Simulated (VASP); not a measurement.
Input of a VASP 6.6.1 run:

Contents of INCAR:

```
SYSTEM = Bi3Te2S
ALGO = Fast
EDIFF = 1E-7
ENCUT = 520
GGA = PE
ISIF = 2
ISMEAR = 0
LASPH = .TRUE.
LCHARG = .FALSE.
LREAL = .FALSE.
LWAVE = .FALSE.
NBANDS = 40
NELM = 100
PREC = Accurate
SIGMA = 0.1
```

KPOINTS

```
k-points
0
G
  6 6 10
  0 0 0
```

Contents of POSCAR:

```
Bi3Te2S
1.0
    6.9644432589      0.0000000000      0.0000000000
   -3.4822216294      6.0313847854      0.0000000000
    0.0000000000      0.0000000000      4.3351477216
Bi Te S
3 2 1
Direct
    0.7074155737      0.0000000000      0.5253173740
    0.0000000000      0.7074155737      0.5253173740
    0.2925844263      0.2925844263      0.5253173740
    0.3333333333      0.6666666667      1.0265323540
    0.6666666667      0.3333333333      1.0265323540
    0.0000000000      0.0000000000      0.0275663404
```

Potentials or basis: VASP PAW PBE potentials, release 64 (Bi_d, Te, S).

Run with:

```sh
$ cat potpaw_PBE.64/Bi_d/POTCAR potpaw_PBE.64/Te/POTCAR potpaw_PBE.64/S/POTCAR > POTCAR
$ mpirun -np 1 vasp_std > vasp.out
```

(1) Predict the largest force.

(2) Estimate the band gap on the k mesh.

Answers

(1) 0.009 eV/Å.

(2) zero (an odd number of electrons rules out a gap without spin polarisation).

Caveat: spin-orbit coupling is left out, which moves the levels of the heavy elements; an odd number of electrons without spin polarisation forces a metal; a magnetic or distorted state may lie lower.
